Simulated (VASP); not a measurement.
Here is a VASP 6.6.1 calculation.

The input INCAR:

```
SYSTEM = Zn
PREC = Accurate ; ENCUT = 600
EDIFF = 1E-7 ; ISMEAR = -1
SIGMA = 0.05 ; LREAL = .FALSE.
LASPH = .TRUE. ; NELM = 60
ALGO = Normal ; ISIF = 3
LWAVE = .FALSE. ; LCHARG = .FALSE.
GGA = B5 ; ALDAX = 1.0
AGGAX = 1.0 ; AGGAC = 1.0
ALDAC = 0.0 ; IVDW = 13
VDW_S6 = 1.0 ; VDW_S8 = 2.34076671
VDW_A1 = 0.44488865 ; VDW_A2 = 4.0933009
IBRION = 2 ; NSW = 60
EDIFFG = -0.01
```

The input KPOINTS:

```
Automatic mesh
0
G
  12 12 12
  0 0 0
```

File POSCAR:

```
Zn
1.0
    0.0000000000      1.9647760000      1.9647760000
    1.9647760000      0.0000000000      1.9647760000
    1.9647760000      1.9647760000      0.0000000000
Zn
1
Direct
    0.0000000000      0.0000000000      0.0000000000
```

Potentials or basis: VASP PAW PBE potentials, release 64 (Zn).

Launch:

```sh
$ cat potpaw_PBE.64/Zn/POTCAR > POTCAR
$ mpirun -np 1 vasp_std > vasp.out
```

(1) What does it give for the band gap on the k mesh?

(2) What does it give for the relaxed cell?

(3) Predict the relaxed volume.

(4) Predict the dispersion energy per atom.

## Answers

(1) zero (band 6 reaches 5.86 eV, above the bottom of band 7 at 2.07 eV).

(2) a = 2.777 Å, b = 2.777 Å, c = 2.777 Å, α = 60.00°, β = 60.00°, γ = 60.00°.

(3) 15.14 Å³/atom.

(4) -0.615 eV.

Caveat: the PAW data sets were made with another functional, which shifts forces and pressure a little; pairwise dispersion overbinds metals, which lowers pressure and volume.
